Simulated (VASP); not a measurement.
**CoO: single point with RPBE+D4+U**

CoO:

```
Co O
1.0
     0.00000    2.13150    2.13150
     2.13150    0.00000    2.13150
     2.13150    2.13150    0.00000
Co O
1 1
Cartesian
  0.0000 0.0000 0.0000
  2.1315 2.1315 2.1315
```

```yaml
Program: VASP 6.6.1
Task: single point
Functional: RPBE
Dispersion: D4
Potentials_or_basis: VASP PAW PBE potentials, release 64 (Co, O)
Cutoff: 520 eV
k_mesh: 10 × 10 × 10
Occupations: gaussian, width 0.05 eV
Spin: collinear spin, ferromagnetic start
Starting_moments: "[2.86, 0.0] μB"
Hubbard_terms: Co d U = 3.3 eV
```

```
Pressure                                              : -2.9 GPa
Band gap on the k mesh                                : zero (filled and empty bands overlap)
Net moment                                            : 3.00 μB per cell
Site moments                                          : Co +2.74; O +0.26 μB
Valence electrons inside the program's atomic spheres : Co 7.79; O 5.01
Dispersion energy per atom                            : -0.591 eV
```

Levels at points of the mesh, in eV from the Fermi level:
Spin up:
```
           k point  band 7  band 8  band 9  band 10  band 11  band 12
(0.00, 0.00, 0.00)   -2.38   -2.38   -2.38     1.63    17.54    17.79
(0.50, 0.00, 0.00)   -2.65   -0.18   -0.18     5.72     9.98    14.04
(0.50, 0.50, 0.00)   -3.61   -3.29   -3.29     6.43    10.56    11.47
```
Spin down:
| k point | band 2 | band 3 | band 4 | band 5 | band 6 | band 7 | band 8 | band 9 | band 10 | band 11 |
| --- | --- | --- | --- | --- | --- | --- | --- | --- | --- | --- |
| (0.00, 0.00, 0.00) | -1.89 | -1.89 | -1.89 | -1.12 | -1.12 | -1.12 | 1.87 | 1.87 | 2.13 | 17.29 |
| (0.50, 0.00, 0.00) | -7.00 | -3.69 | -3.69 | -0.10 | -0.10 | 0.20 | 4.22 | 4.22 | 5.92 | 10.77 |
| (0.50, 0.50, 0.00) | -5.74 | -3.15 | -3.15 | -2.17 | 0.04 | 0.04 | 2.36 | 2.74 | 7.40 | 10.93 |

Eigenvalues of the final occupation matrices:
```csv
site,spin,trace,eigenvalues
site 1 d,1,4.93,0.97 0.97 0.97 1.01 1.01
site 1 d,2,2.23,0.13 0.13 0.65 0.65 0.65
```

Run time: 40 s on 1 thread of Intel(R) Xeon(R) Platinum 8259CL CPU @ 2.50GHz (Skylake/Cascade Lake), on a shared host, peak memory 0.16 GiB.

Caveat: the PAW data sets were made with another functional, which shifts forces and pressure a little; a cell with one magnetic atom can't hold antiferromagnetic order, which such compounds often take; pairwise dispersion overbinds metals, which lowers pressure and volume. The state reached can hang on the start; a lower one may exist.
